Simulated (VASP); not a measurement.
# NaCl (Fm-3m) in VASP: settings compared, part 2 of 2

VASP 6.6.1. The steps go on from the part before.

## Step 3: Single point, r2SCAN

This run uses another cell than the first one, of 22.04 Å³/atom.

POSCAR reads:

```
NaCl
1.0
    0.0000000000      2.8037869971      2.8037869971
    2.8037869971      0.0000000000      2.8037869971
    2.8037869971      2.8037869971      0.0000000000
Na Cl
1 1
Direct
    0.0000000000      0.0000000000      0.0000000000
    0.5000000000      0.5000000000      0.5000000000
```

INCAR.step1 reads:

```
ALGO     = Normal         # electronic algorithm
EDIFF    = 1E-4           # SCF threshold, eV
ENCUT    = 520            # plane-wave cutoff, eV
GGA      = PE             # functional
ISMEAR   = -1             # smearing method
LASPH    = True           # aspherical terms in the spheres
LCHARG   = False          # write CHGCAR
LREAL    = False          # projectors in reciprocal space
LWAVE    = True           # write WAVECAR
NBANDS   = 14             # bands
NELM     = 60             # most SCF steps
PREC     = Accurate       # precision mode
SIGMA    = 0.02           # smearing width, eV
```

INCAR.step2 reads:

```
ALGO     = Normal         # electronic algorithm
EDIFF    = 1E-7           # SCF threshold, eV
ENCUT    = 520            # plane-wave cutoff, eV
ISIF     = 2              # what is computed and relaxed
ISMEAR   = -1             # smearing method
ISTART   = 1            
LASPH    = True           # aspherical terms in the spheres
LCHARG   = False          # write CHGCAR
LMIXTAU  = True         
LREAL    = False          # projectors in reciprocal space
LWAVE    = False          # write WAVECAR
METAGGA  = R2SCAN         # meta-GGA
NBANDS   = 14             # bands
NELM     = 60             # most SCF steps
PREC     = Accurate       # precision mode
SIGMA    = 0.02           # smearing width, eV
```

KPOINTS reads:

```
k-points
0
Gamma
  8 8 8
```

Potentials or basis: VASP PAW PBE potentials, release 64 (Na_pv, Cl).

The run is started by

```console
$ cat potpaw_PBE.64/Na_pv/POTCAR potpaw_PBE.64/Cl/POTCAR > POTCAR
$ cp INCAR.step1 INCAR
$ mpirun -np 1 vasp_std > vasp.out
$ cp INCAR.step2 INCAR
$ mpirun -np 1 vasp_std > vasp.out
```

OUTCAR:

```text
EDIFF = 1E-7
   ENCUT = 520
   ISIF = 2
   ISMEAR = -1
   ISTART = 1
   LASPH = True
   LREAL = False
   METAGGA = R2SCAN
   NELM = 60
   PREC = Accurate

 ion  position               nearest neighbor table
   1  0.000  0.000  0.000-
   2  0.500  0.500  0.500-

  LATTYP: Found a face centered cubic cell.
 ALAT       =     5.6075739942

  Lattice vectors:

 A1 = (   0.0000000000,   2.8037869971,   2.8037869971)
 A2 = (   2.8037869971,   0.0000000000,   2.8037869971)
 A3 = (   2.8037869971,   2.8037869971,   0.0000000000)

Analysis of symmetry for initial positions (statically):
=====================================================================
 Subroutine PRICEL returns:
 Original cell was already a primitive cell.

 Routine SETGRP: Setting up the symmetry group for a
 face centered cubic supercell.

 Subroutine GETGRP returns: Found 48 space group operations
 (whereof 48 operations were pure point group operations)
 out of a pool of 48 trial point group operations.

The static configuration has the point symmetry O_h .

Analysis of symmetry for dynamics (positions and initial velocities):
=====================================================================
 Subroutine PRICEL returns:
 Original cell was already a primitive cell.

 Routine SETGRP: Setting up the symmetry group for a
 face centered cubic supercell.

 Subroutine GETGRP returns: Found 48 space group operations
 (whereof 48 operations were pure point group operations)
 out of a pool of 48 trial point group operations.

The dynamic configuration has the point symmetry O_h .

 Subroutine INISYM returns: Found 48 space group operations
 (whereof 48 operations are pure point group operations),
 and found     1 'primitive' translations

----------------------------------------------------------------------------------------

                                     Primitive cell

  volume of cell :      44.0824

  direct lattice vectors                    reciprocal lattice vectors
     0.000000000  2.803786997  2.803786997    -0.178330237  0.178330237  0.178330237
     2.803786997  0.000000000  2.803786997     0.178330237 -0.178330237  0.178330237
     2.803786997  2.803786997  0.000000000     0.178330237  0.178330237 -0.178330237

  length of vectors
     3.965153597  3.965153597  3.965153597     0.308877031  0.308877031  0.308877031

  position of ions in fractional coordinates (direct lattice)
     0.000000000  0.000000000  0.000000000
     0.500000000  0.500000000  0.500000000

  ion indices of the primitive-cell ions
   primitive index   ion index
                 1           1
                 2           2

----------------------------------------------------------------------------------------

 KPOINTS: k-points

Automatic generation of k-mesh.
 Grid dimensions read from file:
 generate k-points for:    8    8    8
[... 21 lines left out ...]
  0.000000  0.000000  0.000000      1.000000
  0.125000  0.000000  0.000000      8.000000
  0.250000  0.000000  0.000000      8.000000
  0.375000  0.000000  0.000000      8.000000
  0.500000  0.000000  0.000000      4.000000
  0.125000  0.125000  0.000000      6.000000
[... 16 lines left out ...]
  0.500000  0.250000  0.125000     48.000000
 -0.375000  0.250000  0.125000     24.000000
 [... further k-points ...]
   k-points           NKPTS =     29   k-points in BZ     NKDIM =     29   number of bands    NBANDS=     14
   number of dos      NEDOS =    301   number of ions     NIONS =      2
   total plane-waves  NPLWV =  27000
   dimension x,y,z NGX =    30 NGY =   30 NGZ =   30
   dimension x,y,z NGXF=    60 NGYF=   60 NGZF=   60
   ions per type =               1   1
   NGX,Y,Z   is equivalent  to a cutoff of  12.58, 12.58, 12.58 a.u.
   NGXF,Y,Z  is equivalent  to a cutoff of  25.16, 25.16, 25.16 a.u.
 SYSTEM =  unknown system
   PREC   = accura    normal or accurate (medium, high low for compatibility)
   ISTART =      1    job   : 0-new  1-cont  2-samecut
   ICHARG =      0    charge: 1-file 2-atom 10-const
   ISPIN  =      1    spin polarized calculation?
   LNONCOLLINEAR =      F non collinear calculations
   LSORBIT =      F    spin-orbit coupling
   LASPH  =      T    aspherical Exc in radial PAW
   ENCUT  =  520.0 eV  38.22 Ry    6.18 a.u.   7.37  7.37  7.37*2*pi/ulx,y,z
   NELM   =     60;   NELMIN=  2; NELMDL=  0     # of ELM steps
   EDIFF  = 0.1E-06   stopping-criterion for ELM
   LREAL  =      F    real-space projection
   EDIFFG = 0.1E-05   stopping-criterion for IOM
   NSW    =      0    number of steps for IOM
   IBRION =     -1    ionic relax: 0-MD 1-quasi-New 2-CG
   NFREE  =      0    steps in history (QN), initial steepest desc. (CG)
   ISIF   =      2    stress and relaxation
   ISYM   =      2    0-nonsym 1-usesym 2-fastsym
   POTIM  = 0.5000    time-step for ionic-motion
   TEBEG  =    0.0;   TEEND  =   0.0 temperature during run
   PSTRESS=    0.0 pullay stress
   NELECT =      14.0000    total number of electrons
   NUPDOWN=      -1.0000    fix difference up-down
   EMIN   =  10.00;   EMAX   =-10.00  energy-range for DOS
   EFERMI =   0.00;   METHOD = LEGACY
   ISMEAR =    -1;   SIGMA  =   0.02  broadening in eV -4-tet -1-fermi 0-gaus
   EFERMI_NEDOS =   21; number of points for ismear=-14 and -15
   IALGO  =     38    algorithm
   IMIX   =      4    mixing-type and parameters
     AMIX     =   0.40;   BMIX     =  1.00
     AMIX_MAG =   1.60;   BMIX_MAG =  1.00
  volume/ion in A,a.u.               =      22.04       148.74
  Fermi-wavevector in a.u.,A,eV,Ry     =   1.116938  2.110707 16.973962  1.247551
  Thomas-Fermi vector in A             =   2.253557
   LORBIT       =      0    0 simple, 1 ext, 2 COOP (PROOUT), +10 PAW based schemes
   METAGGA = R2SCAN    functional components
   LHFCALC =     F    Hartree Fock is set to
   AEXX    =    0.0000 exact exchange contribution
   IVDW    =     0    specifies the selected vdW correction
   LEPSILON=     F    determine dielectric tensor
   LRPA    =     F    only Hartree local field effects (RPA)
 non-spin polarized calculation
  energy-cutoff  :      520.00
  volume of cell :       44.08
 maximum number of plane-waves:      1243
 NGX is ok and might be reduce to    30
   NGX = 15   NGY = 15   NGZ = 15

 number of electron      14.0000003 magnetization

 Free energy of the ion-electron system (eV)
  ---------------------------------------------------
  ext. energy  EPLUGINS =         0.00000000
  ---------------------------------------------------
  free energy    TOTEN  =       -13.79004367 eV

  energy without entropy =      -13.79004367  energy(sigma->0) =      -13.79004367

 E-fermi :  -0.5589     XC(G=0):  -8.7254

 val. band max:       -1.0640619071   @ k =   0.0000   0.0000   0.0000
 cond. band min:       4.9293336375   @ k =   0.0000   0.0000   0.0000
 fundamental gap:      5.9933955446
 Fermi energy:        -0.5588766405

 k-point     1 :       0.0000    0.0000    0.0000
  band No.  band energies     occupation
      1     -22.5514      2.00000
      2     -22.5510      2.00000
      3     -22.5510      2.00000
      4     -14.3262      2.00000
      5      -1.0641      2.00000
      6      -1.0641      2.00000
      7      -1.0641      2.00000
      8       4.9293      0.00000
      9      10.7126      0.00000
     10      10.7126      0.00000
     11      10.7126      0.00000
     12      12.9838      0.00000
     13      12.9838      0.00000
     14      14.6145      0.00000
[... 377 lines left out ...]
      1     -22.5756      2.00000
      2     -22.5594      2.00000
      3     -22.5554      2.00000
      4     -13.9332      2.00000
      5      -2.7627      2.00000
      6      -1.8629      2.00000
      7      -1.5020      2.00000
      8       7.9996      0.00000
      9       9.4694      0.00000
     10      10.0357      0.00000
     11      11.5898      0.00000
     12      14.2190      0.00000
     13      15.6487      0.00000
     14      16.5561      0.00000

 [... further k-points ...]

------------------------ aborting loop because EDIFF is reached ----------------------------------------

  FORCE on cell =-STRESS in cart. coord.  units (eV):
  Direction    XX          YY          ZZ          XY          YZ          ZX
  --------------------------------------------------------------------------------------
  -------------------------------------------------------------------------------------
  Total       -0.0528312     -0.0528312     -0.0528312      0.0000000      0.0000000      0.0000000
  in kB       -1.9201532     -1.9201532     -1.9201532      0.0000000      0.0000000      0.0000000
  external PRESSURE =      -1.9201532 kB  Pullay stress =       0.0000000 kB

 VOLUME and BASIS-vectors are now :
 -----------------------------------------------------------------------------
  energy-cutoff  :      520.00
  volume of cell :       44.08
      direct lattice vectors                 reciprocal lattice vectors
     0.000000000  2.803786997  2.803786997    -0.178330237  0.178330237  0.178330237
     2.803786997  0.000000000  2.803786997     0.178330237 -0.178330237  0.178330237
     2.803786997  2.803786997  0.000000000     0.178330237  0.178330237 -0.178330237

 POSITION                                       TOTAL-FORCE (eV/Angst)
 -----------------------------------------------------------------------------------
      0.00000      0.00000      0.00000        -0.000000     -0.000000      0.000000
      2.80379      2.80379      2.80379         0.000000      0.000000      0.000000
 -----------------------------------------------------------------------------------
    total drift:                               -0.000000      0.000000      0.000000

  FREE ENERGIE OF THE ION-ELECTRON SYSTEM (eV)
  ---------------------------------------------------
  free  energy   TOTEN  =       -13.7900436725 eV

  energy  without entropy=      -13.7900436725  energy(sigma->0) =      -13.79004367
```

Wall time 56 s (1 thread of Intel Xeon 6975P-C (Granite Rapids), shared host); peak memory 0.16 GiB.

Results:

| Quantity | Value |
| --- | --- |
| Free energy | -13.7900 eV |
| Pressure | -0.2 GPa |
| Band gap on the k mesh | 5.99 eV |

Caveat: the PAW data sets were made with another functional, which shifts forces and pressure a little. r2SCAN opens gaps a little over a GGA but as a rule still falls short of measured ones.

## Step 4: Single point, r2SCAN

This run uses another cell than the first one, of 20.72 Å³/atom.

POSCAR reads:

```
NaCl
1.0
    0.0000000000      2.7465507900      2.7465507900
    2.7465507900      0.0000000000      2.7465507900
    2.7465507900      2.7465507900      0.0000000000
Na Cl
1 1
Direct
    0.0000000000      0.0000000000      0.0000000000
    0.5000000000      0.5000000000      0.5000000000
```

INCAR.step1 reads:

```
PREC = Accurate
ENCUT = 520
ISMEAR = -1
SIGMA = 0.02
LREAL = False
LASPH = True
NELM = 60
NBANDS = 14
GGA = PE
ALGO = Normal
EDIFF = 1E-4
LWAVE = True
LCHARG = False
```

INCAR.step2 reads:

```
PREC = Accurate
ENCUT = 520
EDIFF = 1E-6
ISMEAR = -1
SIGMA = 0.02
LREAL = False
LASPH = True
NELM = 60
ALGO = Normal
ISIF = 2
LWAVE = False
LCHARG = False
METAGGA = R2SCAN
LMIXTAU = True
NBANDS = 14
ISTART = 1
```

KPOINTS reads:

```
regular mesh
0
Gamma
  10 10 10
```

The run is started by

```console
$ cat potpaw_PBE.64/Na_pv/POTCAR potpaw_PBE.64/Cl/POTCAR > POTCAR
$ cp INCAR.step1 INCAR
$ mpirun -np 1 vasp_std > vasp.out
$ cp INCAR.step2 INCAR
$ mpirun -np 1 vasp_std > vasp.out
```

It took 78 s on 1 thread of Intel Xeon 6975P-C (Granite Rapids), shared host; peak memory 0.17 GiB.

Results (log left out):

```yaml
Free_energy: -13.7777 eV
Pressure: 1.7 GPa
Band_gap_on_the_k_mesh: 6.27 eV
```

Levels at points of the mesh, in eV from the valence-band top:
```
           k point  band 4  band 5  band 6  band 7  band 8  band 9  band 10  band 11
(0.00, 0.00, 0.00)  -13.42    0.00    0.00    0.00    6.27   11.83    11.83    11.83
(0.50, 0.00, 0.00)  -12.99   -2.18   -0.33   -0.33    8.09   11.96    11.96    12.29
(0.50, 0.50, 0.00)  -12.93   -1.90   -0.69   -0.69    8.54    8.67    12.83    16.33
```

Caveat: the PAW data sets were made with another functional, which shifts forces and pressure a little. A k mesh can miss the band edges.

## Step 5: Single point, r2SCAN

This run uses another cell than the first one, of 21.16 Å³/atom.

POSCAR reads:

```
NaCl
1.0
    0.0000000000      2.7658933400      2.7658933400
    2.7658933400      0.0000000000      2.7658933400
    2.7658933400      2.7658933400      0.0000000000
Na Cl
1 1
Direct
    0.0000000000      0.0000000000      0.0000000000
    0.5000000000      0.5000000000      0.5000000000
```

INCAR.step1 reads:

```
ALGO = Normal ; EDIFF = 1E-4
ENCUT = 520 ; GGA = PE
ISMEAR = -1 ; LASPH = True
LCHARG = False ; LREAL = False
LWAVE = True ; NBANDS = 14
NELM = 80 ; PREC = Accurate
SIGMA = 0.02
```

INCAR.step2 reads:

```
ALGO = Normal ; EDIFF = 1E-6
ENCUT = 520 ; ISIF = 2
ISMEAR = -1 ; ISTART = 1
LASPH = True ; LCHARG = False
LMIXTAU = True ; LREAL = False
LWAVE = False ; METAGGA = R2SCAN
NBANDS = 14 ; NELM = 80
PREC = Accurate ; SIGMA = 0.02
```

KPOINTS reads:

```
k-points
0
Gamma
  10 10 10
```

Potentials or basis: VASP PAW PBE potentials, release 64 (Na_pv, Cl).

The run is started by

```console
$ cat potpaw_PBE.64/Na_pv/POTCAR potpaw_PBE.64/Cl/POTCAR > POTCAR
$ cp INCAR.step1 INCAR
$ mpirun -np 1 vasp_std > vasp.out
$ cp INCAR.step2 INCAR
$ mpirun -np 1 vasp_std > vasp.out
```

OUTCAR:

```text
EDIFF = 1E-6
   ENCUT = 520
   ISIF = 2
   ISMEAR = -1
   ISTART = 1
   LASPH = True
   LREAL = False
   METAGGA = R2SCAN
   NELM = 80
   PREC = Accurate

 ion  position               nearest neighbor table
   1  0.000  0.000  0.000-
   2  0.500  0.500  0.500-

  LATTYP: Found a face centered cubic cell.
 ALAT       =     5.5317866800

  Lattice vectors:

 A1 = (   0.0000000000,   2.7658933400,   2.7658933400)
 A2 = (   2.7658933400,   0.0000000000,   2.7658933400)
[... 590 lines left out ...]

 [... further k-points ...]

------------------------ aborting loop because EDIFF is reached ----------------------------------------

  FORCE on cell =-STRESS in cart. coord.  units (eV):
  Direction    XX          YY          ZZ          XY          YZ          ZX
  --------------------------------------------------------------------------------------
  -------------------------------------------------------------------------------------
  Total        0.2780153      0.2780153      0.2780153     -0.0000000      0.0000000      0.0000000
  in kB       10.5255049     10.5255049     10.5255049     -0.0000000      0.0000000      0.0000000
  external PRESSURE =      10.5255049 kB  Pullay stress =       0.0000000 kB

 VOLUME and BASIS-vectors are now :
 -----------------------------------------------------------------------------
  energy-cutoff  :      520.00
  volume of cell :       42.32
      direct lattice vectors                 reciprocal lattice vectors
     0.000000000  2.765893340  2.765893340    -0.180773421  0.180773421  0.180773421
     2.765893340  0.000000000  2.765893340     0.180773421 -0.180773421  0.180773421
     2.765893340  2.765893340  0.000000000     0.180773421  0.180773421 -0.180773421

 POSITION                                       TOTAL-FORCE (eV/Angst)
 -----------------------------------------------------------------------------------
      0.00000      0.00000      0.00000        -0.000000     -0.000000     -0.000000
      2.76589      2.76589      2.76589         0.000000      0.000000      0.000000
 -----------------------------------------------------------------------------------
    total drift:                               -0.000000      0.000000      0.000000

  FREE ENERGIE OF THE ION-ELECTRON SYSTEM (eV)
  ---------------------------------------------------
  free  energy   TOTEN  =       -13.7852244919 eV

  energy  without entropy=      -13.7852244919  energy(sigma->0) =      -13.78522449
```

OSZICAR.step1:

```text
N       E                     dE             d eps       ncg     rms          rms(c)
DAV:   1     0.102260941725E+03    0.10226E+03   -0.70614E+03  1340   0.102E+03
DAV:   2     0.103873744496E+01   -0.10122E+03   -0.92826E+02  1462   0.281E+02
DAV:   3    -0.681266993339E+01   -0.78514E+01   -0.78063E+01  1694   0.710E+01
DAV:   4    -0.693504432574E+01   -0.12237E+00   -0.12232E+00  1526   0.951E+00
DAV:   5    -0.693774057334E+01   -0.26962E-02   -0.26961E-02  1700   0.144E+00    0.218E+00
DAV:   6    -0.675535084954E+01    0.18239E+00   -0.29566E-01  1664   0.329E+00    0.163E+00
DAV:   7    -0.674383602796E+01    0.11515E-01   -0.80251E-02  1814   0.168E+00    0.111E+00
DAV:   8    -0.674907407245E+01   -0.52380E-02   -0.92753E-03  1454   0.851E-01    0.303E-01
DAV:   9    -0.674895479772E+01    0.11927E-03   -0.21134E-04  1664   0.116E-01    0.153E-01
DAV:  10    -0.674905308870E+01   -0.98291E-04   -0.25352E-04  1508   0.136E-01
   1 F= -.67490531E+01 E0= -.67490531E+01  d E =-.216611E-11
```

Run time: 80 s. Hardware: 1 thread of Intel Xeon 6975P-C (Granite Rapids), shared host; peak memory 0.17 GiB.

Results:

```yaml
Free_energy: -13.7852 eV
Pressure: 1.1 GPa
Band_gap_on_the_k_mesh: 6.17 eV
```

Levels at points of the mesh, in eV from the valence-band top:
```csv
k point,band 4,band 5,band 6,band 7,band 8,band 9,band 10,band 11
"(0.00, 0.00, 0.00)",-13.36,0.00,0.00,0.00,6.17,11.81,11.81,11.81
"(0.50, 0.00, 0.00)",-12.96,-2.11,-0.31,-0.31,8.05,11.91,11.91,12.11
"(0.50, 0.50, 0.00)",-12.91,-1.84,-0.67,-0.67,8.56,8.61,12.66,16.26
```

Caveat: the PAW data sets were made with another functional, which shifts forces and pressure a little. A k mesh can miss the band edges.

## Step 6: The runs side by side

```tsv
level	cell	k mesh	gap on the mesh (eV)	pressure (GPa)
PBE	a = 4.026 Å, angles 60.0°, 2 atoms	8 × 8 × 8	5.00	0.0
r2SCAN	a = 3.965 Å, angles 60.0°, 2 atoms	8 × 8 × 8	5.99	-0.2
r2SCAN	a = 3.884 Å, angles 60.0°, 2 atoms	10 × 10 × 10	6.27	1.7
r2SCAN	a = 3.912 Å, angles 60.0°, 2 atoms	10 × 10 × 10	6.17	1.1
```

Alike in all rows: task single point; potentials or basis VASP PAW PBE potentials, release 64 (Na_pv, Cl); no spin polarisation; cutoff (eV) 520; smearing fermi-dirac 0.02 eV.

Caveats: the PAW data sets were made with another functional, which shifts forces and pressure a little (at least some runs).

Total energies depend on the potentials used, so only differences within one code and one set of settings carry meaning.
